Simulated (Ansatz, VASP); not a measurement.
# Zr2H3: VASP beside Ansatz

```
CELL_PARAMETERS angstrom
3.61617 0.00000 0.00000
0.00000 3.61617 0.00000
0.00000 0.00000 5.62056
ATOMIC_POSITIONS crystal
Zr 0.50000 0.50000 0.50000
Zr 0.50000 0.50000 0.00000
H 0.50000 0.00000 0.00000
H 0.00000 0.50000 0.00000
H 0.00000 0.00000 0.00000
```

Change from the starting cell: species swapped into the Zr3Cd2 type (Pmmm, No. 47).

Alike in both runs: task relaxation of cell and atoms; functional PBE; k mesh 6 × 6 × 4; occupations gaussian, width 0.1 eV; no spin polarisation.

|  | VASP | Ansatz |
| --- | --- | --- |
| version | VASP 6.6.1 | Ansatz 0.2.0 |
| potentials or method | VASP PAW PBE potentials, release 64 (Zr_sv, H), cutoff 600 eV | scalar-relativistic, plane waves, PAW |
| valence electrons in the cell | 27 | 27 |

Ansatz gave:

- gap on the k mesh at the Fermi level, each at its own relaxed structure (eV): none
- relaxed volume (Å³/atom): 14.70
- relaxed cell length with the largest relative difference (Å): 5.621

**Question.** Which values does VASP return?

**Answer.** gap on the k mesh at the Fermi level, each at its own relaxed structure (eV): none; relaxed volume (Å³/atom): 14.74; relaxed cell length with the largest relative difference (Å): 5.632.

A gap of «none» marks a metal or a gap that the smearing closes.
